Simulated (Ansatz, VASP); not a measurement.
**TiO2: VASP beside Ansatz**

```xyz
6
Lattice="4.5940 0.0000 0.0000 0.0000 4.5940 0.0000 0.0000 0.0000 2.9590" Properties=species:S:1:pos:R:3 pbc="T T T"
Ti    0.0000    0.0000    0.0000
Ti    2.2970    2.2970    1.4795
O     1.4058    1.4058    0.0000
O     0.8912    3.7028    1.4795
O     3.1882    3.1882    0.0000
O     3.7028    0.8912    1.4795
```

Alike in both runs: task electric field gradients; functional PBE; k mesh 6 × 6 × 9; occupations fermi-dirac, width 0.05 eV; no spin polarisation.

|  | VASP | Ansatz |
| --- | --- | --- |
| version | VASP 6.6.1 | Ansatz 0.2.0 |
| potentials or method | VASP PAW PBE potentials, release 64 (Ti_sv, O) | PAW with Ansatz's default frozen-core files, scalar-relativistic |
| plane-wave cutoff (eV) | 520 | 420 |
| valence electrons in the cell | 48 | 48 |

```csv
,VASP,Ansatz,Ansatz less VASP
gap on the k mesh at the Fermi level (eV),1.91,1.93,+0.027
pressure (GPa),6.1,5.4,-0.70
"traceless stress, the component that is largest in VASP (GPa)",-0.32,-0.56,-0.238
rms of the force components (eV/Å),0.124,0.110,-0.0139
size of Vzz on the site where it differs most (V/Å²),22.2,23.3,+1.16
```

Atom by atom the forces differ by 0.014 eV/Å (rms over components).
